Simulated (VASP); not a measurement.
Here is a VASP 6.6.1 calculation.

File INCAR:

```
PREC = Accurate
ENCUT = 600
EDIFF = 1E-7
ISMEAR = 1
SIGMA = 0.1
LREAL = False
LASPH = True
NELM = 80
ALGO = Normal
ISIF = 3
LWAVE = False
LCHARG = False
GGA = PE
IBRION = 2
NSW = 80
EDIFFG = -0.005
PSTRESS = 60.0
```

The input KPOINTS:

```
regular mesh
0
Gamma
  14 14 14
```

Contents of POSCAR:

```
Si
1.0
    2.6527301195     -0.0000000686     -0.0000001378
   -1.3384076623      2.2903366601     -0.0000001378
   -0.6571611091     -1.1451680875      2.3008056013
Si
1
Direct
    0.0000000000      0.0000000000      0.0000000000
```

Potentials or basis: VASP PAW PBE potentials, release 64 (Si).

Command:

```sh
$ cat potpaw_PBE.64/Si/POTCAR > POTCAR
$ mpirun -np 1 vasp_std > vasp.out
```

Q: What does it give for the relaxed volume?

A: 13.64 Å³/atom.

Q: Predict the band gap on the k mesh.

A: Zero (band 2 reaches 20.97 eV, above the bottom of band 3 at 7.54 eV).

Final structure:
```yaml
crystal:
  lattice:
    - [2.63100, 0.00207, 0.00000]
    - [-1.32565, 2.27262, 0.00000]
    - [-0.65267, -1.13734, 2.28092]
  atoms:
    - { symbol: Si, position: [0.00000, 0.00000, 0.00000] }
```

Caveat: the cell is relaxed towards a set pressure, so the enthalpy falls and the energy may rise.
